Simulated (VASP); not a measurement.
Wanted: the native input for a VASP 6.6.1 run.

| Item | Value |
| --- | --- |
| Task | single point |
| Functional | PBE |
| Potentials or basis | VASP PAW PBE potentials, release 64 (Na_pv, I) |
| Cutoff | 520 eV |
| k mesh | 8 × 8 × 8 |
| Occupations | fermi-dirac, width 0.02 eV |
| Spin | no spin polarisation |
| Dipole correction | no |
| Further INCAR settings | ALGO = Normal; EDIFF = 1e-06; NBANDS = 14 |

The structure of NaI lies in POSCAR:

```
NaI
1.0
   -0.0261607365      3.2297205553      3.2297205553
    3.2297205553     -0.0261607365      3.2297205553
    3.2035598188      3.2035598188      0.0000000000
Na I
1 1
Direct
    0.0000000000      0.0000000000      0.0000000000
    0.5000000000      0.5000000000      0.5000000000
```

This cell differs from its parent crystal: shear xy strain -1.6%.

These files were run (other wordings do the same):

INCAR

```
SYSTEM = NaI
ALGO     = Normal         ! electronic algorithm
EDIFF    = 1E-6           ! SCF threshold, eV
ENCUT    = 520            ! plane-wave cutoff, eV
GGA      = PE             ! functional
ISIF     = 2              ! what is computed and relaxed
ISMEAR   = -1             ! smearing method
LASPH    = .True.         ! aspherical terms in the spheres
LCHARG   = .False.        ! write CHGCAR
LREAL    = .False.        ! projectors in reciprocal space
LWAVE    = .False.        ! write WAVECAR
NBANDS   = 14             ! bands
NELM     = 60             ! most SCF steps
PREC     = Accurate       ! precision mode
SIGMA    = 0.02           ! smearing width, eV
```

KPOINTS

```
k-points
0
Gamma
  8 8 8
  0 0 0
```

Potentials or basis: VASP PAW PBE potentials, release 64 (Na_pv, I).

Run with:

```sh
$ cat potpaw_PBE.64/Na_pv/POTCAR potpaw_PBE.64/I/POTCAR > POTCAR
$ mpirun -np 1 vasp_std > vasp.out
```

It gave:

```json
{"Pressure": "0.6 GPa", "Band gap on the k mesh": "3.62 eV"}
```

Caveat: the cell differs from its parent crystal (shear xy strain -1.6%); spin-orbit coupling is left out, which moves the levels of the heavy elements.

Run time: 56 s on 1 thread of Intel(R) Xeon(R) Platinum 8259CL CPU @ 2.50GHz (Skylake/Cascade Lake) (shared host), peak memory 0.25 GiB.
